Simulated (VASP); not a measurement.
# TiSi16 (a cell with a defect) in VASP: further runs

The runs below take TiSi16 (a cell with a defect) through single point, relaxation of the atoms, with PBE.

Program: VASP 6.6.1. These are calculated values, not measurements. Logs are shortened: lines on timing, memory, paths and dates and some standing lists are left out, and cuts for length are marked.

### Step 1. The cell of the first run

The cell holds a defect, 17 atoms: a = 7.679 Å, b = 7.679 Å, c = 7.679 Å, α = 60.00°, β = 60.00°, γ = 60.00°.

### Step 2. Single point, PBE

INCAR

```
PREC = Accurate
ENCUT = 520
EDIFF = 1E-6
ISMEAR = -1
SIGMA = 0.05
LREAL = Auto
LASPH = T
NELM = 60
ALGO = Normal
ISIF = 2
LWAVE = F
LCHARG = F
GGA = PE
NBANDS = 52
```

KPOINTS

```
Automatic mesh
0
Gamma
  2 2 2
```

POSCAR

```
TiSi16
1.0
    0.0000000000      5.4300000000      5.4300000000
    5.4300000000      0.0000000000      5.4300000000
    5.4300000000      5.4300000000      0.0000000000
Si Ti
16 1
Direct
    0.0038585635     -0.0117440147      0.0038611418
    0.1281304788      0.1219501842      0.1281354512
   -0.0047951197      0.0023286372      0.5010805709
    0.1281545120      0.1217405157      0.6216296501
    0.0038709024      0.5043622468      0.0038720074
    0.1249819521      0.6251635359      0.1249767956
    0.0039104972      0.5042329650      0.4879499079
    0.1280543278      0.6294637201      0.6212677716
    0.5010764273      0.0023279926     -0.0047904236
    0.6216285451      0.1217373849      0.1281591160
    0.5011019337      0.0022584715      0.5011059853
    0.6245757827      0.1259417127      0.6245800184
    0.4879530387      0.5042309392      0.0039104972
    0.6212677716      0.6294626151      0.1280578269
    0.5010611418      0.4965950276      0.5010644567
    0.6211739411      0.6293698895      0.6211715470
    0.8747458564      0.3756202578      0.8747451197
```

Potentials or basis: VASP PAW PBE potentials, release 64 (Si, Ti_sv).

Started as:

```sh
$ cat potpaw_PBE.64/Si/POTCAR potpaw_PBE.64/Ti_sv/POTCAR > POTCAR
$ mpirun -np 1 vasp_std > vasp.out
```

OUTCAR:

```text
PREC = Accurate
   ENCUT = 520
   EDIFF = 1E-6
   ISMEAR = -1
   LREAL = Auto
   LASPH = T
   NELM = 60
   ISIF = 2
   GGA = PE

 ion  position               nearest neighbor table
   1  0.004  0.988  0.004-   6 2.28  10 2.40   4 2.40   2 2.40  17 2.43
   2  0.128  0.122  0.128-   3 2.34   9 2.34   1 2.40   5 2.40  17 2.75
   3  0.995  0.002  0.501-  12 2.32   8 2.34   4 2.34   2 2.34
   4  0.128  0.122  0.622-   3 2.34  11 2.34   1 2.40   7 2.40  17 2.75
   5  0.004  0.504  0.004-   6 2.28   2 2.40  14 2.40   8 2.40  17 2.43
   6  0.125  0.625  0.125-  13 2.28   7 2.28   5 2.28   1 2.28
   7  0.004  0.504  0.488-   6 2.28   4 2.40   8 2.40  16 2.40  17 2.43
   8  0.128  0.629  0.621-   3 2.34  15 2.34   5 2.40   7 2.40  17 2.75
   9  0.501  0.002  0.995-  12 2.32  14 2.34  10 2.34   2 2.34
  10  0.622  0.122  0.128-   9 2.34  11 2.34   1 2.40  13 2.40  17 2.75
  11  0.501  0.002  0.501-  12 2.32  16 2.34  10 2.34   4 2.34
  12  0.625  0.126  0.625-   3 2.32   9 2.32  11 2.32  15 2.32
  13  0.488  0.504  0.004-   6 2.28  10 2.40  14 2.40  16 2.40  17 2.43
  14  0.621  0.629  0.128-   9 2.34  15 2.34   5 2.40  13 2.40  17 2.75
  15  0.501  0.497  0.501-  12 2.32  16 2.34  14 2.34   8 2.34
  16  0.621  0.629  0.621-  11 2.34  15 2.34   7 2.40  13 2.40  17 2.75
  17  0.875  0.376  0.875-  13 2.43   7 2.43   5 2.43   1 2.43   2 2.75   4 2.75  10 2.75  16 2.75
                             8 2.75  14 2.75

  LATTYP: Found a face centered cubic cell.
 ALAT       =    10.8600000000

  Lattice vectors:

 A1 = (   0.0000000000,   5.4300000000,   5.4300000000)
 A2 = (   5.4300000000,   0.0000000000,   5.4300000000)
 A3 = (   5.4300000000,   5.4300000000,   0.0000000000)

Analysis of symmetry for initial positions (statically):
=====================================================================
 Subroutine PRICEL returns:
 Original cell was already a primitive cell.

 Routine SETGRP: Setting up the symmetry group for a
 face centered cubic supercell.

 Subroutine GETGRP returns: Found  2 space group operations
 (whereof  2 operations were pure point group operations)
 out of a pool of 48 trial point group operations.

The static configuration has the point symmetry C_1h.

Analysis of symmetry for dynamics (positions and initial velocities):
=====================================================================
 Subroutine PRICEL returns:
 Original cell was already a primitive cell.

 Routine SETGRP: Setting up the symmetry group for a
 face centered cubic supercell.

 Subroutine GETGRP returns: Found  2 space group operations
 (whereof  2 operations were pure point group operations)
 out of a pool of 48 trial point group operations.

The dynamic configuration has the point symmetry C_1h.

 Subroutine INISYM returns: Found  2 space group operations
 (whereof  2 operations are pure point group operations),
 and found     1 'primitive' translations

----------------------------------------------------------------------------------------

                                     Primitive cell

  volume of cell :     320.2060

  direct lattice vectors                    reciprocal lattice vectors
     0.000000000  5.430000000  5.430000000    -0.092081031  0.092081031  0.092081031
     5.430000000  0.000000000  5.430000000     0.092081031 -0.092081031  0.092081031
     5.430000000  5.430000000  0.000000000     0.092081031  0.092081031 -0.092081031

  length of vectors
     7.679179644  7.679179644  7.679179644     0.159489025  0.159489025  0.159489025

  position of ions in fractional coordinates (direct lattice)
     0.003858564  0.988255985  0.003861142
     0.128130479  0.121950184  0.128135451
     0.995204880  0.002328637  0.501080571
     0.128154512  0.121740516  0.621629650
     0.003870902  0.504362247  0.003872007
     0.124981952  0.625163536  0.124976796
[... 9 lines left out ...]
     0.621173941  0.629369889  0.621171547
     0.874745856  0.375620258  0.874745120

  ion indices of the primitive-cell ions
   primitive index   ion index
                 1           1
                 2           2
                 3           3
                 4           4
                 5           5
                 6           6
[... 9 lines left out ...]
                16          16
                17          17

----------------------------------------------------------------------------------------

 KPOINTS: Automatic mesh

Automatic generation of k-mesh.
 Grid dimensions read from file:
 generate k-points for:    2    2    2

 Generating k-lattice:

  Cartesian coordinates                     Fractional coordinates (reciprocal lattice)
    -0.046040516  0.046040516  0.046040516     0.500000000  0.000000000  0.000000000
     0.046040516 -0.046040516  0.046040516     0.000000000  0.500000000  0.000000000
     0.046040516  0.046040516 -0.046040516     0.000000000  0.000000000  0.500000000

  Length of vectors
     0.079744512  0.079744512  0.079744512

  Shift w.r.t. Gamma in fractional coordinates (k-lattice)
     0.000000000  0.000000000  0.000000000

 Subroutine IBZKPT returns following result:
 ===========================================

 Found      6 irreducible k-points:

 Following reciprocal coordinates:
            Coordinates               Weight
  0.000000  0.000000  0.000000      1.000000
  0.500000  0.000000  0.000000      2.000000
  0.000000  0.500000  0.000000      1.000000
  0.500000  0.500000  0.500000      1.000000
  0.500000  0.500000  0.000000      2.000000
  0.500000  0.000000  0.500000      1.000000
   k-points           NKPTS =      6   k-points in BZ     NKDIM =      6   number of bands    NBANDS=     52
   number of dos      NEDOS =    301   number of ions     NIONS =     17
   total plane-waves  NPLWV = 216000
   dimension x,y,z NGX =    60 NGY =   60 NGZ =   60
   dimension x,y,z NGXF=   120 NGYF=  120 NGZF=  120
   ions per type =              16   1
   NGX,Y,Z   is equivalent  to a cutoff of  12.99, 12.99, 12.99 a.u.
   NGXF,Y,Z  is equivalent  to a cutoff of  25.98, 25.98, 25.98 a.u.
 SYSTEM =  unknown system
   PREC   = accura    normal or accurate (medium, high low for compatibility)
   ISTART =      0    job   : 0-new  1-cont  2-samecut
   ICHARG =      2    charge: 1-file 2-atom 10-const
   ISPIN  =      1    spin polarized calculation?
   LNONCOLLINEAR =      F non collinear calculations
   LSORBIT =      F    spin-orbit coupling
   LASPH  =      T    aspherical Exc in radial PAW
   ENCUT  =  520.0 eV  38.22 Ry    6.18 a.u.  14.28 14.28 14.28*2*pi/ulx,y,z
   NELM   =     60;   NELMIN=  2; NELMDL= -5     # of ELM steps
   EDIFF  = 0.1E-05   stopping-criterion for ELM
   LREAL  =      T    real-space projection
   EDIFFG = 0.1E-04   stopping-criterion for IOM
   NSW    =      0    number of steps for IOM
   IBRION =     -1    ionic relax: 0-MD 1-quasi-New 2-CG
   NFREE  =      0    steps in history (QN), initial steepest desc. (CG)
   ISIF   =      2    stress and relaxation
   ISYM   =      2    0-nonsym 1-usesym 2-fastsym
   POTIM  = 0.5000    time-step for ionic-motion
   TEBEG  =    0.0;   TEEND  =   0.0 temperature during run
   PSTRESS=    0.0 pullay stress
   NELECT =      76.0000    total number of electrons
   NUPDOWN=      -1.0000    fix difference up-down
   EMIN   =  10.00;   EMAX   =-10.00  energy-range for DOS
   EFERMI =   0.00;   METHOD = LEGACY
   ISMEAR =    -1;   SIGMA  =   0.05  broadening in eV -4-tet -1-fermi 0-gaus
   EFERMI_NEDOS =   21; number of points for ismear=-14 and -15
   IALGO  =     38    algorithm
   IMIX   =      4    mixing-type and parameters
     AMIX     =   0.40;   BMIX     =  1.00
     AMIX_MAG =   1.60;   BMIX_MAG =  1.00
  volume/ion in A,a.u.               =      18.84       127.11
  Fermi-wavevector in a.u.,A,eV,Ry     =   1.013607  1.915439 13.978610  1.027399
  Thomas-Fermi vector in A             =   2.146786
   LORBIT       =      0    0 simple, 1 ext, 2 COOP (PROOUT), +10 PAW based schemes
   GGA     = PE    functional components
   LHFCALC =     F    Hartree Fock is set to
   AEXX    =    0.0000 exact exchange contribution
   IVDW    =     0    specifies the selected vdW correction
   LEPSILON=     F    determine dielectric tensor
   LRPA    =     F    only Hartree local field effects (RPA)
 non-spin polarized calculation
  energy-cutoff  :      520.00
  volume of cell :      320.21
 maximum number of plane-waves:      8646
 NGX is ok and might be reduce to    60
   NGX = 29   NGY = 29   NGZ = 29

 number of electron      75.9999998 magnetization

 Free energy of the ion-electron system (eV)
  ---------------------------------------------------
  ext. energy  EPLUGINS =         0.00000000
  ---------------------------------------------------
  free energy    TOTEN  =       -92.26409285 eV

  energy without entropy =      -92.16652805  energy(sigma->0) =      -92.21531045

 E-fermi :   6.9249     XC(G=0):  -9.7507

 val. band max:        6.8975709101   @ k =   0.5000   0.0000   0.5000
 cond. band min:       6.9649210320   @ k =   0.5000   0.0000   0.0000
 fundamental gap:      0.0673501219
 Fermi energy:         6.9249411371

 k-point     1 :       0.0000    0.0000    0.0000
  band No.  band energies     occupation
      1     -49.8529      2.00000
      2     -26.2271      2.00000
      3     -26.2270      2.00000
      4     -26.2269      2.00000
      5      -5.7205      2.00000
      6      -3.5172      2.00000
[... 42 lines left out ...]
     49       8.1741      0.00000
     50       8.4921      0.00000

 k-point     2 :       0.5000    0.0000    0.0000
  band No.  band energies     occupation
      1     -49.8529      2.00000
      2     -26.2271      2.00000
      3     -26.2270      2.00000
      4     -26.2269      2.00000
      5      -5.0151      2.00000
      6      -4.7987      2.00000
[... 204 lines left out ...]
 k-point     6 :       0.5000    0.0000    0.5000
  band No.  band energies     occupation
      1     -49.8529      2.00000
      2     -26.2271      2.00000
      3     -26.2270      2.00000
      4     -26.2269      2.00000
      5      -4.6947      2.00000
      6      -4.6002      2.00000
[... 42 lines left out ...]
     49       9.8742      0.00000
     50      10.5401      0.00000
 [bands above 50 left out]

------------------------ aborting loop because EDIFF is reached ----------------------------------------

  FORCE on cell =-STRESS in cart. coord.  units (eV):
  Direction    XX          YY          ZZ          XY          YZ          ZX
  --------------------------------------------------------------------------------------
  -------------------------------------------------------------------------------------
  Total        8.0574381      8.0707202      8.0574381     -0.0138805     -0.0138806      0.0154626
  in kB       40.3160595     40.3825176     40.3160595     -0.0694524     -0.0694525      0.0773683
  external PRESSURE =      40.3382122 kB  Pullay stress =       0.0000000 kB

 VOLUME and BASIS-vectors are now :
 -----------------------------------------------------------------------------
  energy-cutoff  :      520.00
  volume of cell :      320.21
      direct lattice vectors                 reciprocal lattice vectors
     0.000000000  5.430000000  5.430000000    -0.092081031  0.092081031  0.092081031
     5.430000000  0.000000000  5.430000000     0.092081031 -0.092081031  0.092081031
     5.430000000  5.430000000  0.000000000     0.092081031  0.092081031 -0.092081031

 POSITION                                       TOTAL-FORCE (eV/Angst)
 -----------------------------------------------------------------------------------
      5.38720      0.04192      5.38718         0.011554     -0.015033      0.011554
      1.35797      1.39152      1.35794         0.004372      0.015245      0.004372
      2.73351      8.12483      5.41661        -0.003912      0.004035     -0.000074
      4.03650      4.07133      1.35693        -0.008530     -0.005136      0.006969
      2.75971      0.04204      2.75971        -0.007656     -0.026980     -0.007656
      4.07326      1.35728      4.07329        -0.001421      0.000434     -0.001421
[... 9 lines left out ...]
      6.79044      6.74594      6.79045        -0.003849      0.011414     -0.003849
      6.78948      9.49974      6.78949         0.002389      0.003978      0.002389
 -----------------------------------------------------------------------------------
    total drift:                                0.006800     -0.002379      0.007134

  FREE ENERGIE OF THE ION-ELECTRON SYSTEM (eV)
  ---------------------------------------------------
  free  energy   TOTEN  =       -92.2640928460 eV

  energy  without entropy=      -92.1665280459  energy(sigma->0) =      -92.21531045
```

Wall time 7.6 min (1 thread of Intel Xeon 8259CL, shared host); peak memory 0.49 GiB.

What came out:

```yaml
Free_energy: -92.2641 eV
Pressure: 4.0 GPa
Largest_force: 0.029 eV/Å
Band_gap_on_the_k_mesh: zero (bands 38 and 39 overlap by 0.44 eV)
```

Forces in eV/Å, atoms in the order of the input:
```
Si   0.012 -0.015  0.012
Si   0.004  0.015  0.004
Si  -0.004  0.004  0.000
Si  -0.009 -0.005  0.007
Si  -0.008 -0.027 -0.008
Si  -0.001  0.000 -0.001
Si   0.024  0.005 -0.010
Si  -0.007  0.003 -0.008
Si   0.000  0.004 -0.004
Si   0.007 -0.005 -0.009
Si  -0.005 -0.001 -0.005
Si  -0.001  0.002 -0.001
Si  -0.010  0.005  0.024
Si  -0.008  0.003 -0.007
Si   0.006 -0.006  0.006
Si  -0.004  0.011 -0.004
Ti   0.002  0.004  0.002
```

Levels at points of the mesh, in eV from the Fermi level:
| k point | band 34 | band 35 | band 36 | band 37 | band 38 | band 39 | band 40 | band 41 |
| --- | --- | --- | --- | --- | --- | --- | --- | --- |
| (0.00, 0.00, 0.00) | -0.98 | -0.98 | -0.98 | -0.40 | -0.40 | -0.39 | -0.09 | -0.09 |
| (0.50, 0.00, 0.00) | -1.96 | -1.36 | -1.36 | -0.27 | 0.04 | 0.04 | 0.45 | 0.45 |
| (0.00, 0.50, 0.00) | -1.96 | -1.36 | -1.36 | -0.27 | 0.04 | 0.05 | 0.45 | 0.45 |
| (0.50, 0.50, 0.50) | -1.96 | -1.36 | -1.36 | -0.27 | 0.04 | 0.04 | 0.45 | 0.45 |
| (0.50, 0.50, 0.00) | -2.00 | -2.00 | -1.87 | -0.69 | -0.03 | 0.58 | 0.58 | 1.12 |
| (0.50, 0.00, 0.50) | -2.00 | -2.00 | -1.87 | -0.69 | -0.03 | 0.58 | 0.58 | 1.12 |

Caveat: the k points lie up to 0.50 Å⁻¹ apart.

### Step 3. Relaxation of the atoms, PBE

INCAR

```
PREC = Accurate ; ENCUT = 520
EDIFF = 1E-7 ; ISMEAR = -1
SIGMA = 0.05 ; LREAL = Auto
LASPH = T ; NELM = 80
ALGO = Normal ; ISIF = 2
LWAVE = F ; LCHARG = F
GGA = PE ; IBRION = 2
NSW = 80 ; EDIFFG = -0.03
```

KPOINTS is that of step 2.

POSCAR

```
TiSi16
1.0
    0.0000000000      5.4300000000      5.4300000000
    5.4300000000      0.0000000000      5.4300000000
    5.4300000000      5.4300000000      0.0000000000
Si Ti
16 1
Direct
    0.0000000000      0.0000000000      0.0000000000
    0.1250000000      0.1250000000      0.1250000000
    0.0000000000      0.0000000000      0.5000000000
    0.1250000000      0.1250000000      0.6250000000
    0.0000000000      0.5000000000      0.0000000000
    0.1250000000      0.6250000000      0.1250000000
    0.0000000000      0.5000000000      0.5000000000
    0.1250000000      0.6250000000      0.6250000000
    0.5000000000      0.0000000000      0.0000000000
    0.6250000000      0.1250000000      0.1250000000
    0.5000000000      0.0000000000      0.5000000000
    0.6250000000      0.1250000000      0.6250000000
    0.5000000000      0.5000000000      0.0000000000
    0.6250000000      0.6250000000      0.1250000000
    0.5000000000      0.5000000000      0.5000000000
    0.6250000000      0.6250000000      0.6250000000
    0.8707506000      0.3850424000      0.8707773000
```

Potentials or basis: VASP PAW PBE potentials, release 64 (Si, Ti_sv).

Started as:

```sh
$ cat potpaw_PBE.64/Si/POTCAR potpaw_PBE.64/Ti_sv/POTCAR > POTCAR
$ mpirun -np 1 vasp_std > vasp.out
```

Wall time 30 min (1 thread of Oxide Virtual Turin-like, shared host); peak memory 0.52 GiB.

It converged, with:

| Item | Value |
| --- | --- |
| Free energy | -92.2640 eV |
| Energy gained by relaxing | 22.8 meV/atom |
| Ionic steps | 7 |
| Pressure after relaxing | 4.0 GPa |
| Largest force after relaxing | 0.023 eV/Å |
| Band gap on the k mesh | zero (bands 38 and 39 overlap by 0.43 eV) |

Forces on the atoms (eV/Å):
```
Si  -0.014  0.012 -0.014
Si   0.009  0.003  0.009
Si  -0.006  0.007 -0.004
Si  -0.003 -0.011  0.011
Si   0.009 -0.004  0.009
Si  -0.009  0.011 -0.009
Si   0.005 -0.007  0.005
Si   0.000 -0.003 -0.001
Si  -0.004  0.007 -0.006
Si   0.011 -0.011 -0.003
Si  -0.008  0.003 -0.008
Si   0.002 -0.002  0.002
Si   0.005 -0.007  0.005
Si  -0.001 -0.003  0.000
Si   0.010 -0.008  0.010
Si   0.002  0.001  0.002
Ti  -0.008  0.012 -0.008
```

The path:
| step | energy change (eV) | largest force (eV/Å) | pressure (GPa) |
| --- | --- | --- | --- |
| 1 | 0.0000 | 1.9428 | 4.96 |
| 2 | -0.3742 | 0.3781 | 4.02 |
| 3 | -0.3761 | 0.3373 | 4.04 |
| 4 | -0.3859 | 0.2241 | 4.03 |
| 5 | -0.3861 | 0.1425 | 4.03 |
| 6 | -0.3880 | 0.0437 | 4.04 |
| 7 | -0.3881 | 0.0230 | 4.05 |

Final structure:
```yaml
crystal:
  lattice:
    - [0.00000, 5.43000, 5.43000]
    - [5.43000, 0.00000, 5.43000]
    - [5.43000, 5.43000, 0.00000]
  atoms:
    - { symbol: Si, position: [0.00336, 0.98985, 0.00336] }
    - { symbol: Si, position: [0.12833, 0.12211, 0.12833] }
    - { symbol: Si, position: [0.99564, 0.00187, 0.50119] }
    - { symbol: Si, position: [0.12836, 0.12216, 0.62108] }
    - { symbol: Si, position: [0.00388, 0.50423, 0.00388] }
    - { symbol: Si, position: [0.12422, 0.62685, 0.12422] }
    - { symbol: Si, position: [0.00402, 0.50435, 0.48755] }
    - { symbol: Si, position: [0.12853, 0.62882, 0.62122] }
    - { symbol: Si, position: [0.50119, 0.00187, 0.99564] }
    - { symbol: Si, position: [0.62108, 0.12216, 0.12836] }
    - { symbol: Si, position: [0.50123, 0.00193, 0.50123] }
    - { symbol: Si, position: [0.62503, 0.12493, 0.62503] }
    - { symbol: Si, position: [0.48755, 0.50435, 0.00402] }
    - { symbol: Si, position: [0.62122, 0.62882, 0.12854] }
    - { symbol: Si, position: [0.50146, 0.49551, 0.50146] }
    - { symbol: Si, position: [0.62126, 0.62885, 0.62127] }
    - { symbol: Ti, position: [0.87441, 0.37636, 0.87441] }
```

Levels at points of the mesh, in eV from the Fermi level:
```csv
k point,band 34,band 35,band 36,band 37,band 38,band 39,band 40,band 41
"(0.00, 0.00, 0.00)",-0.99,-0.99,-0.98,-0.40,-0.39,-0.39,-0.09,-0.09
"(0.50, 0.00, 0.00)",-1.97,-1.36,-1.36,-0.27,0.04,0.05,0.45,0.45
"(0.00, 0.50, 0.00)",-1.97,-1.36,-1.36,-0.28,0.04,0.04,0.46,0.46
"(0.00, 0.00, 0.50)",-1.97,-1.36,-1.36,-0.27,0.04,0.05,0.45,0.45
"(0.50, 0.50, 0.50)",-1.97,-1.36,-1.36,-0.27,0.04,0.05,0.45,0.46
"(0.50, 0.50, 0.00)",-2.00,-2.00,-1.87,-0.70,-0.03,0.58,0.58,1.11
"(0.00, 0.50, 0.50)",-2.00,-2.00,-1.87,-0.70,-0.03,0.58,0.58,1.11
"(0.50, 0.00, 0.50)",-2.00,-2.00,-1.87,-0.70,-0.03,0.58,0.59,1.11
```

Caveat: the k points lie up to 0.50 Å⁻¹ apart.

The gap in the log of VASP goes by the Fermi energy; the results here count the filled bands.